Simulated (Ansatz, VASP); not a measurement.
## Ge: VASP beside Ansatz

```
Ge
1.0
     4.02269    0.00000    0.00000
    -2.01134    3.48375    0.00000
     0.00000    0.00000   18.86852
Ge
4
Cartesian
  0.0000 2.3225 5.1843
  2.0113 1.1613 4.5000
  0.6704 3.4838 9.7185
  -1.3409 4.6450 9.0343
```

Alike in both runs: task single point; functional PBE; dispersion D3(BJ); k mesh 9 × 9 × 1; occupations gaussian, width 0.1 eV; no spin polarisation.

|  | VASP | Ansatz |
| --- | --- | --- |
| version | VASP 6.6.1 | Ansatz 0.2.0 |
| potentials or method | VASP PAW PBE potentials, release 64 (Ge_d), cutoff 520 eV | scalar-relativistic, plane waves, PAW |
| valence electrons in the cell | 56 | 56 |

```tsv
	VASP	Ansatz	Ansatz less VASP
gap on the k mesh at the Fermi level (eV)	0.33	0.33	0.000
least direct gap on the mesh (eV)	0.33	0.33	0.000
rms of the force components (eV/Å)	0.072	0.072	+0.0003
```

Atom by atom the forces differ by 0.001 eV/Å (rms over components).
